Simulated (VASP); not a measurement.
Runs of VASP 6.6.1 on P. The structure is that of space group P6_3/mmc (No. 194), or close to it. The cells are those of the table. 

| cell | k mesh | gap on the mesh (eV) | pressure (GPa) |
| --- | --- | --- | --- |
| a = 2.571, b = 2.571, c = 9.451 Å, angles 90.0, 90.0, 120.0°, 4 atoms | 16 × 16 × 4 | none | 4.5 |
| a = 2.606, b = 2.606, c = 9.581 Å, angles 90.0, 90.0, 120.0°, 4 atoms | 18 × 18 × 5 | none | (c) |
| a = 2.497, b = 2.497, c = 9.181 Å, angles 90.0, 90.0, 120.0°, 4 atoms | 16 × 16 × 4 | none | 16.9 |
| a = 2.640, b = 2.640, c = 9.707 Å, angles 90.0, 90.0, 120.0°, 4 atoms | 16 × 16 × 4 | none | (a) |
| a = 2.707, b = 2.707, c = 9.950 Å, angles 90.0, 90.0, 120.0°, 4 atoms | 16 × 16 × 4 | none | -9.5 |
| a = 2.606, b = 2.606, c = 9.581 Å, angles 90.0, 90.0, 120.0°, 4 atoms | 16 × 16 × 4 | none | -0.1 |
| a = 2.674, b = 2.674, c = 9.830 Å, angles 90.0, 90.0, 120.0°, 4 atoms | 16 × 16 × 4 | none | -6.9 |
| a = 2.535, b = 2.535, c = 9.318 Å, angles 90.0, 90.0, 120.0°, 4 atoms | 16 × 16 × 4 | none | (b) |

Alike in all rows: task single point; level PBEsol; potentials or basis VASP PAW PBE potentials, release 64 (P); no spin polarisation; cutoff (eV) 520; smearing fermi-dirac 0.1 eV.

Problem. Estimate the missing entries.

Solution. (a) -3.8; (b) 10.1; (c) 0.1.

Caveats: the PAW data sets were made with another functional, which shifts forces and pressure a little.

A gap of «none» marks levels without a gap at the run's occupations.
